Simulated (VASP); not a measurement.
Wanted: the native input for a VASP 6.6.1 run.

```
Task                   : single point
Functional             : r2SCAN
Potentials or basis    : VASP PAW PBE potentials, release 64 (Ni, Al)
Cutoff                 : 520 eV
k mesh                 : 9 × 9 × 9
Occupations            : fermi-dirac, width 0.05 eV
Spin                   : collinear spin, ferromagnetic start
Starting moments       : [1.0, 0.0] μB
Dipole correction      : no
Further INCAR settings : ALGO = Normal; EDIFF = 1e-06; NBANDS = 18
```

AlNi:

```
Ni Al
1.0
     2.82219    0.00000    0.00000
     0.00000    2.82219    0.00000
     0.00000    0.00000    2.82219
Ni Al
1 1
Direct
  0.50000 0.50000 0.50000
  0.00000 0.00000 0.00000
```

The input as run:

POSCAR

```
AlNi
1.0
    2.8221875792      0.0000000000      0.0000000000
    0.0000000000      2.8221875792      0.0000000000
    0.0000000000      0.0000000000      2.8221875792
Ni Al
1 1
Direct
    0.5000000000      0.5000000000      0.5000000000
    0.0000000000      0.0000000000      0.0000000000
```

INCAR.step1

```
SYSTEM = AlNi
PREC     = Accurate       ! precision mode
ENCUT    = 520            ! plane-wave cutoff, eV
ISMEAR   = -1             ! smearing method
SIGMA    = 0.05           ! smearing width, eV
LREAL    = .FALSE.        ! projectors in reciprocal space
LASPH    = .TRUE.         ! aspherical terms in the spheres
NELM     = 150            ! most SCF steps
ISPIN    = 2              ! spin polarisation
MAGMOM   = 1 0            ! initial moments
LMAXMIX  = 4              ! l up to which the mixer works
NBANDS   = 18             ! bands
GGA      = PE             ! functional
ALGO     = Normal         ! electronic algorithm
EDIFF    = 1E-4           ! SCF threshold, eV
LWAVE    = .TRUE.         ! write WAVECAR
LCHARG   = .FALSE.        ! write CHGCAR
```

INCAR.step2

```
SYSTEM = AlNi
PREC     = Accurate       ! precision mode
ENCUT    = 520            ! plane-wave cutoff, eV
EDIFF    = 1E-6           ! SCF threshold, eV
ISMEAR   = -1             ! smearing method
SIGMA    = 0.05           ! smearing width, eV
LREAL    = .FALSE.        ! projectors in reciprocal space
LASPH    = .TRUE.         ! aspherical terms in the spheres
NELM     = 150            ! most SCF steps
ALGO     = Normal         ! electronic algorithm
ISIF     = 2              ! what is computed and relaxed
LWAVE    = .FALSE.        ! write WAVECAR
LCHARG   = .TRUE.         ! write CHGCAR
ISPIN    = 2              ! spin polarisation
MAGMOM   = 1 0            ! initial moments
LORBIT   = 11             ! projections on sites
LMAXMIX  = 4              ! l up to which the mixer works
METAGGA  = R2SCAN         ! meta-GGA
LMIXTAU  = .TRUE.       
LELF     = .TRUE.         ! ELF
LVHAR    = .TRUE.       
NBANDS   = 18             ! bands
ISTART   = 1
```

KPOINTS

```
regular mesh
0
G
  9 9 9
  0 0 0
```

Potentials or basis: VASP PAW PBE potentials, release 64 (Ni, Al).

Command:

```sh
$ cat potpaw_PBE.64/Ni/POTCAR potpaw_PBE.64/Al/POTCAR > POTCAR
$ cp INCAR.step1 INCAR
$ mpirun -np 1 vasp_std > vasp.out
$ cp INCAR.step2 INCAR
$ mpirun -np 1 vasp_std > vasp.out
```

It gave:

```
Pressure                                              : 8.1 GPa
Net moment                                            : 0.00 μB per cell
Valence electrons inside the program's atomic spheres : Ni 9.63; Al 0.84
```

Caveat: the PAW data sets were made with another functional, which shifts forces and pressure a little.

Run time: 69 s on 1 thread of Intel(R) Xeon(R) Platinum 8488C (Sapphire Rapids), on a shared host, peak memory 0.17 GiB.
